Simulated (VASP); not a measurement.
Set up this calculation in VASP 6.6.1, as the native input.

```yaml
Task: relaxation of the atoms
Functional: PBE
Potentials_or_basis: VASP PAW PBE potentials, release 64 (Al, As, H)
Cutoff: 520 eV
k_mesh: 2 × 2 × 2
Occupations: gaussian, width 0.01 eV
Spin: collinear spin
Starting_moments: "[0.0, 0.091, 0.0, 0.0, 0.091, 0.091, 0.0, 0.091, 0.091, 0.0, 0.091, 0.091, 0.091, 0.091, 0.0, 0.091, 0.091] μB"
Dipole_correction: no
Further_INCAR_settings: LREAL = Auto; ALGO = Normal; EDIFF = 1e-07; IBRION = 2; EDIFFG = -0.025; NSW = 65
```

The structure of Al8As8H (a cell with a defect) lies in POSCAR:

```
Al8As8H
1.0
    0.0000000000      5.7279123210     -5.7279123210
    5.7279123210      5.7279123210      0.0000000000
    5.7279123210      0.0000000000     -5.7279123210
Al As H
8 8 1
Direct
    0.0000000000      0.0000000000      0.5000000000
    0.0000000000      0.5000000000      0.5000000000
    0.5000000000      0.0000000000      0.5000000000
    0.5000000000      0.5000000000      0.5000000000
    0.0000000000      0.0000000000      1.0000000000
    0.0000000000      0.5000000000      1.0000000000
    0.5000000000      0.0000000000      1.0000000000
    0.5000000000      0.5000000000      1.0000000000
    0.1250000000      0.1250000000      0.1250000000
    0.1250000000      0.6250000000      0.1250000000
    0.6250000000      0.1250000000      0.1250000000
    0.6250000000      0.6250000000      0.1250000000
    0.1250000000      0.1250000000      0.6250000000
    0.1250000000      0.6250000000      0.6250000000
    0.6250000000      0.1250000000      0.6250000000
    0.6250000000      0.6250000000      0.6250000000
    0.8750000000      0.3750000000      0.8750000000
```

This cell differs from its parent crystal: with an interstitial atom.

These files were run (other wordings do the same):

INCAR

```
SYSTEM = Al8As8H
PREC     = Accurate       ! precision mode
ENCUT    = 520            ! plane-wave cutoff, eV
EDIFF    = 1E-7           ! SCF threshold, eV
ISMEAR   = 0              ! smearing method
SIGMA    = 0.01           ! smearing width, eV
LREAL    = Auto         
LASPH    = .TRUE.         ! aspherical terms in the spheres
NELM     = 150            ! most SCF steps
ALGO     = Normal         ! electronic algorithm
ISIF     = 2              ! what is computed and relaxed
LWAVE    = .FALSE.        ! write WAVECAR
LCHARG   = .FALSE.        ! write CHGCAR
ISPIN    = 2              ! spin polarisation
MAGMOM   = 0 0.091 0 0 0.091 0.091 0 0.091 0.091 0 0.091 0.091 0.091 0.091 0 0.091 0.091 ! initial moments
LORBIT   = 11             ! projections on sites
GGA      = PE             ! functional
IBRION   = 2              ! ionic algorithm
NSW      = 65             ! ionic steps
EDIFFG   = -0.025         ! ionic threshold
KPAR     = 2            
NCORE    = 2
```

KPOINTS

```
Automatic mesh
0
G
  2 2 2
  0 0 0
```

Potentials or basis: VASP PAW PBE potentials, release 64 (Al, As, H).

The run is started by

```console
$ cat potpaw_PBE.64/Al/POTCAR potpaw_PBE.64/As/POTCAR potpaw_PBE.64/H/POTCAR > POTCAR
$ mpirun -np 4 vasp_std > vasp.out
```

It gave:

The energy gained by relaxing is 4.2 meV/atom. The ionic steps are 6 and the pressure after relaxing is 0.4 GPa. The largest force after relaxing is 0.008 eV/Å and the net moment is 0.25 μB per cell. The site moments are Al -0.00, +0.00 (each value once); As +0.01, +0.03 (each value once); H -0.00 μB and the valence electrons inside the program's atomic spheres are Al 0.76, 0.75 (each value once); As 2.88, 2.84 (each value once); H 0.44.

Caveat: the k points lie up to 0.47 Å⁻¹ apart; the cell differs from its parent crystal (with an interstitial atom).

Run time: 9.5 min on 4 MPI ranks on Intel(R) Xeon(R) Platinum 8259CL CPU @ 2.50GHz (Skylake/Cascade Lake) (shared host), peak memory 0.42 GiB a rank.
